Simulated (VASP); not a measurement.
# Ni (Fm-3m) in VASP: notebook, part 2 of 2

VASP 6.6.1. The steps go on from the part before.

**3. Single point, PBE, collinear spin, ferromagnetic start**

Input file INCAR:

```
PREC = Accurate
ENCUT = 520
EDIFF = 1E-7
ISMEAR = -1
SIGMA = 0.05
LREAL = F
LASPH = T
NELM = 150
ALGO = Normal
ISIF = 2
LWAVE = F
LCHARG = F
ISPIN = 2
MAGMOM = 1 1
LORBIT = 11
LMAXMIX = 4
GGA = PE
NBANDS = 21
```

Input file KPOINTS:

```
Automatic mesh
0
Gamma
  15 10 15
```

Input file POSCAR:

```
Ni
1.0
   -1.7593077719      1.7593077719      0.0000000000
    0.0000000000      0.0000000000      3.5186155437
    1.7593077719      1.7593077719      0.0000000000
Ni
2
Direct
    0.0000000000      0.0000000000      0.0000000000
    0.5000000000      0.5000000000      0.5000000000
```

Potentials or basis: VASP PAW PBE potentials, release 64 (Ni).

Run with:

```
$ cat potpaw_PBE.64/Ni/POTCAR > POTCAR
$ mpirun -np 1 vasp_std > vasp.out
```

OUTCAR:

```text
PREC = Accurate
   ENCUT = 520
   EDIFF = 1E-7
   ISMEAR = -1
   LREAL = F
   LASPH = T
   NELM = 150
   ISIF = 2
   ISPIN = 2
   LORBIT = 11
   GGA = PE

 ion  position               nearest neighbor table
   1  0.000  0.000  0.000-   2 2.49   2 2.49   2 2.49   2 2.49   2 2.49   2 2.49   2 2.49   2 2.49

   2  0.500  0.500  0.500-   1 2.49   1 2.49   1 2.49   1 2.49   1 2.49   1 2.49   1 2.49   1 2.49

  LATTYP: Found a simple tetragonal cell.
 ALAT       =     2.4880369114
 C/A-ratio  =     1.4142135623

  Lattice vectors:

 A1 = (   1.7593077719,  -1.7593077719,   0.0000000000)
 A2 = (   1.7593077719,   1.7593077719,   0.0000000000)
 A3 = (   0.0000000000,   0.0000000000,   3.5186155437)

Analysis of symmetry for initial positions (statically):
=====================================================================
 Subroutine PRICEL returns following result:

  LATTYP: Found a face centered cubic cell.
 ALAT       =     3.5186155437
[... 12 lines left out ...]
 Subroutine GETGRP returns: Found 16 space group operations
 (whereof 16 operations were pure point group operations)
 out of a pool of 16 trial point group operations.

The static configuration has the point symmetry D_4h.

Analysis of symmetry for dynamics (positions and initial velocities):
=====================================================================
 Subroutine PRICEL returns following result:

  LATTYP: Found a face centered cubic cell.
 ALAT       =     3.5186155437
[... 12 lines left out ...]
 Subroutine GETGRP returns: Found 16 space group operations
 (whereof 16 operations were pure point group operations)
 out of a pool of 16 trial point group operations.

The dynamic configuration has the point symmetry D_4h.

Analysis of structural, dynamic, and magnetic symmetry:
=====================================================================
 Subroutine PRICEL returns following result:

  LATTYP: Found a face centered cubic cell.
 ALAT       =     3.5186155437
[... 12 lines left out ...]
 Subroutine GETGRP returns: Found 16 space group operations
 (whereof 16 operations were pure point group operations)
 out of a pool of 16 trial point group operations.

The overall configuration has the point symmetry D_4h.

 Subroutine INISYM returns: Found 16 space group operations
 (whereof 16 operations are pure point group operations),
 and found     2 'primitive' translations

----------------------------------------------------------------------------------------

                                     Primitive cell

  volume of cell :      10.8907

  direct lattice vectors                    reciprocal lattice vectors
     1.759307772  0.000000000  1.759307772     0.284202689 -0.284202689  0.284202689
     1.759307772  1.759307772  0.000000000     0.284202689  0.284202689 -0.284202689
     0.000000000  1.759307772  1.759307772    -0.284202689  0.284202689  0.284202689

  length of vectors
     2.488036911  2.488036911  2.488036911     0.492253497  0.492253497  0.492253497

  position of ions in fractional coordinates (direct lattice)
     0.000000000  0.000000000  0.000000000

  ion indices of the primitive-cell ions
[... 57 lines left out ...]
   number of dos      NEDOS =    301   number of ions     NIONS =      2
   total plane-waves  NPLWV =  11200
   dimension x,y,z NGX =    20 NGY =   28 NGZ =   20
   dimension x,y,z NGXF=    40 NGYF=   56 NGZF=   40
   ions per type =               2
   NGX,Y,Z   is equivalent  to a cutoff of  13.36, 13.23, 13.36 a.u.
   NGXF,Y,Z  is equivalent  to a cutoff of  26.73, 26.46, 26.73 a.u.
 SYSTEM =  unknown system
   PREC   = accura    normal or accurate (medium, high low for compatibility)
   ISTART =      0    job   : 0-new  1-cont  2-samecut
   ICHARG =      2    charge: 1-file 2-atom 10-const
   ISPIN  =      2    spin polarized calculation?
   LNONCOLLINEAR =      F non collinear calculations
   LSORBIT =      F    spin-orbit coupling
   LASPH  =      T    aspherical Exc in radial PAW
   ENCUT  =  520.0 eV  38.22 Ry    6.18 a.u.   4.63  6.54  4.63*2*pi/ulx,y,z
   NELM   =    150;   NELMIN=  2; NELMDL= -5     # of ELM steps
   EDIFF  = 0.1E-06   stopping-criterion for ELM
   LREAL  =      F    real-space projection
   EDIFFG = 0.1E-05   stopping-criterion for IOM
   NSW    =      0    number of steps for IOM
   IBRION =     -1    ionic relax: 0-MD 1-quasi-New 2-CG
   NFREE  =      0    steps in history (QN), initial steepest desc. (CG)
   ISIF   =      2    stress and relaxation
   ISYM   =      2    0-nonsym 1-usesym 2-fastsym
   POTIM  = 0.5000    time-step for ionic-motion
   TEBEG  =    0.0;   TEEND  =   0.0 temperature during run
   PSTRESS=    0.0 pullay stress
   NELECT =      20.0000    total number of electrons
   NUPDOWN=      -1.0000    fix difference up-down
   EMIN   =  10.00;   EMAX   =-10.00  energy-range for DOS
   EFERMI =   0.00;   METHOD = LEGACY
   ISMEAR =    -1;   SIGMA  =   0.05  broadening in eV -4-tet -1-fermi 0-gaus
   EFERMI_NEDOS =   21; number of points for ismear=-14 and -15
   IALGO  =     38    algorithm
   IMIX   =      4    mixing-type and parameters
     AMIX     =   0.40;   BMIX     =  1.00
     AMIX_MAG =   1.60;   BMIX_MAG =  1.00
  volume/ion in A,a.u.               =      10.89        73.49
  Fermi-wavevector in a.u.,A,eV,Ry     =   1.591194  3.006920 34.448549  2.531897
  Thomas-Fermi vector in A             =   2.689772
   LORBIT       =     11    0 simple, 1 ext, 2 COOP (PROOUT), +10 PAW based schemes
   GGA     = PE    functional components
   LHFCALC =     F    Hartree Fock is set to
   AEXX    =    0.0000 exact exchange contribution
   IVDW    =     0    specifies the selected vdW correction
   LEPSILON=     F    determine dielectric tensor
   LRPA    =     F    only Hartree local field effects (RPA)
 spin polarized calculation
  energy-cutoff  :      520.00
  volume of cell :       21.78
 maximum number of plane-waves:       606
 NGX is ok and might be reduce to    20
   NGX =  9   NGY = 13   NGZ =  9

 number of electron      19.9999988 magnetization       1.2740121

 Free energy of the ion-electron system (eV)
  ---------------------------------------------------
  ext. energy  EPLUGINS =         0.00000000
  ---------------------------------------------------
  free energy    TOTEN  =       -10.95636193 eV

  energy without entropy =      -10.92875677  energy(sigma->0) =      -10.94255935

 E-fermi :   9.3609     XC(G=0): -13.2500

 val. band max:        9.3608738993   @ k =   0.4000   0.1000   0.1333
 cond. band min:       9.3640686159   @ k =   0.1333   0.4000   0.0000
 fundamental gap:      0.0031947166
 Fermi energy:         9.3609269498

 spin component 1

 k-point     1 :       0.0000    0.0000    0.0000
  band No.  band energies     occupation
      1       0.3579      1.00000
      2       4.7166      1.00000
      3       5.1640      1.00000
      4       6.9211      1.00000
      5       6.9229      1.00000
      6       6.9229      1.00000
[... 565 lines left out ...]
     20      33.6081      0.00000
     21      39.5272      0.00000

 [... further k-points ...]

 spin component 2

 k-point     1 :       0.0000    0.0000    0.0000
  band No.  band energies     occupation
      1       0.3252      1.00000
      2       5.0674      1.00000
      3       5.7916      1.00000
      4       7.6861      1.00000
      5       7.6861      1.00000
      6       7.6877      1.00000
[... 565 lines left out ...]
     20      33.6918      0.00000
     21      39.5835      0.00000

 [... further k-points ...]
[... 5 lines left out ...]
  --------------------------------------------------------------------------------------
  -------------------------------------------------------------------------------------
  Total        0.0067752      0.0067752     -0.0052753      0.0000000     -0.0000000      0.0000000
  in kB        0.4983659      0.4983659     -0.3880372      0.0000000     -0.0000000      0.0000000
  external PRESSURE =       0.2028982 kB  Pullay stress =       0.0000000 kB

 VOLUME and BASIS-vectors are now :
 -----------------------------------------------------------------------------
  energy-cutoff  :      520.00
  volume of cell :       21.78
      direct lattice vectors                 reciprocal lattice vectors
    -1.759307772  1.759307772  0.000000000    -0.284202689  0.284202689  0.000000000
     0.000000000  0.000000000  3.518615544     0.000000000  0.000000000  0.284202689
     1.759307772  1.759307772  0.000000000     0.284202689  0.284202689  0.000000000

 POSITION                                       TOTAL-FORCE (eV/Angst)
 -----------------------------------------------------------------------------------
      0.00000      0.00000      0.00000         0.000000     -0.000000     -0.000000
      0.00000      1.75931      1.75931        -0.000000      0.000000      0.000000
 -----------------------------------------------------------------------------------
    total drift:                               -0.000000     -0.000000      0.000000

  FREE ENERGIE OF THE ION-ELECTRON SYSTEM (eV)
  ---------------------------------------------------
  free  energy   TOTEN  =       -10.9563619321 eV

  energy  without entropy=      -10.9287567719  energy(sigma->0) =      -10.94255935

 total charge

# of ion       s       p       d       tot
------------------------------------------
    1        0.497   0.497   8.313   9.308
    2        0.497   0.497   8.313   9.308
--------------------------------------------------
tot          0.995   0.995  16.626  18.616

 magnetization (x)

# of ion       s       p       d       tot
------------------------------------------
    1       -0.006  -0.024   0.679   0.649
    2       -0.006  -0.024   0.679   0.649
--------------------------------------------------
tot         -0.012  -0.049   1.359   1.297
```

Wall time 5.1 min (1 thread of Intel Xeon 8259CL, shared host); peak memory 0.25 GiB.

What came out:

* Free energy: -10.9564 eV
* Pressure: 0.0 GPa
* Net moment: 1.27 μB per cell
* Site moments: Ni +0.65 μB
* Valence electrons inside the program's atomic spheres: Ni 9.31
